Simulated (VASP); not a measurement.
Here is a VASP 6.6.1 calculation.

File INCAR:

```
PREC = Accurate
ENCUT = 600
EDIFF = 1E-7
ISMEAR = -1
SIGMA = 0.1
LREAL = F
LASPH = T
NELM = 60
ALGO = Normal
ISIF = 3
LWAVE = F
LCHARG = F
GGA = PS
IBRION = 2
NSW = 80
EDIFFG = -0.01
```

KPOINTS

```
regular mesh
0
Gamma
  10 10 10
```

File POSCAR:

```
Re
1.0
    0.0000000000      2.7082441576      2.7082441576
    2.7082441576      0.0000000000      2.7082441576
    2.7082441576      2.7082441576      0.0000000000
Re
2
Direct
    0.1250000000      0.1250000000      0.1250000000
    0.8750000000      0.8750000000      0.8750000000
```

Potentials or basis: VASP PAW PBE potentials, release 64 (Re).

Command:

```console
$ cat potpaw_PBE.64/Re/POTCAR > POTCAR
$ mpirun -np 1 vasp_std > vasp.out
```

Problem. Predict the relaxed volume.

Solution. 21.69 Å³/atom.

Problem. What does it give for the relaxed cell?

Solution. a = 3.944 Å, b = 3.944 Å, c = 3.944 Å, α = 60.00°, β = 60.00°, γ = 60.00°.

Problem. Predict the space group after relaxing (to 0.1 Å).

Solution. Fd-3m (No. 227).

Final structure:
```yaml
crystal:
  lattice:
    - [0.00000, 2.78902, 2.78902]
    - [2.78902, 0.00000, 2.78902]
    - [2.78902, 2.78902, 0.00000]
  atoms:
    - { symbol: Re, position: [0.12500, 0.12500, 0.12500] }
    - { symbol: Re, position: [0.87500, 0.87500, 0.87500] }
```

Caveat: the PAW data sets were made with another functional, which shifts forces and pressure a little.
